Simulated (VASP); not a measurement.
Wanted: the native input for a VASP 6.6.1 run.

| Item | Value |
| --- | --- |
| Task | single point |
| Functional | PBE |
| Potentials or basis | VASP PAW PBE potentials, release 64 (Sc_sv) |
| Cutoff | 500 eV |
| k mesh | 13 × 13 × 13 |
| Occupations | fermi-dirac, width 0.1 eV |
| Spin | no spin polarisation |
| Dipole correction | no |
| Further INCAR settings | ALGO = Normal; EDIFF = 1e-06; NBANDS = 12 |

The structure of Sc lies in POSCAR:

```
Sc
1.0
    0.0000000000      2.3731895359      2.3731895359
    2.3731895359      0.0000000000      2.3731895359
    2.3731895359      2.3731895359      0.0000000000
Sc
1
Direct
    0.0000000000      0.0000000000      0.0000000000
```

This isn't the form of Sc at room conditions, which is hcp.

These files were run (other wordings do the same):

INCAR

```
SYSTEM = Sc
PREC = Accurate
ENCUT = 500
EDIFF = 1E-6
ISMEAR = -1
SIGMA = 0.1
LREAL = .False.
LASPH = .True.
NELM = 120
ALGO = Normal
ISIF = 2
LWAVE = .False.
LCHARG = .False.
GGA = PE
NBANDS = 12
GGA_COMPAT = .False.
```

KPOINTS

```
regular mesh
0
Gamma
  13 13 13
  0 0 0
```

Potentials or basis: VASP PAW PBE potentials, release 64 (Sc_sv).

Launch:

```sh
$ cat potpaw_PBE.64/Sc_sv/POTCAR > POTCAR
$ mpirun -np 1 vasp_std > vasp.out
```

Results of the run:

The pressure is -3.4 GPa. The band gap on the k mesh is zero (an odd number of electrons rules out a gap without spin polarisation).

Caveat: the cell stands under tension.

It took 23 s on 1 thread of Intel Xeon 8259CL, on a shared host, peak memory 0.15 GiB.
